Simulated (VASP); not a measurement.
BaTiO3:

```
Ba Ti O
1.0
     4.04567    0.00000    0.00000
     0.00000    4.04567    0.00000
     0.00000    0.00000    4.04567
Ba Ti O
1 1 3
Direct
  0.50000 0.50000 0.50000
  0.00000 0.00000 0.00000
  0.00000 0.00000 0.50000
  0.00000 0.50000 0.00000
  0.50000 0.00000 0.00000
```

```yaml
Program: VASP 6.6.1
Task: relaxation of cell and atoms
Functional: r2SCAN
Potentials_or_basis: VASP PAW PBE potentials, release 64 (Ba_sv, Ti_sv, O)
Cutoff: 840 eV
k_mesh: 7 × 7 × 7
Occupations: gaussian, width 0.03 eV
Spin: no spin polarisation
```

At the start: pressure -4.5 GPa; volume 13.24 Å³/atom.

**Question.** How do energy, volume and symmetry change on relaxing?

**Answer.** Over 7 steps the energy falls by 4.9 meV/atom and the volume is 12.89 Å³/atom (-2.7 %); space group Pm-3m (No. 221, to 0.1 Å) before and after.

The path:
```tsv
step	energy change (eV)	largest force (eV/Å)	pressure (GPa)	volume (Å³)
1	0.0000	0.0000	-4.53	66.22
2	0.0033	0.0000	5.34	62.69
3	-0.0254	0.0000	-0.01	64.47
4	-0.0246	0.0000	-0.03	64.47
5	-0.0246	0.0000	0.03	64.45
6	-0.0246	0.0000	0.02	64.46
7	-0.0246	0.0000	0.01	64.46
```

Final structure:
```
Ba Ti O
1.0
     4.00951    0.00000    0.00000
     0.00000    4.00951    0.00000
     0.00000    0.00000    4.00951
Ba Ti O
1 1 3
Direct
  0.50000 0.50000 0.50000
  0.00000 0.00000 0.00000
  0.00000 0.00000 0.50000
  0.00000 0.50000 0.00000
  0.50000 0.00000 0.00000
```

Caveat: the PAW data sets were made with another functional, which shifts forces and pressure a little.
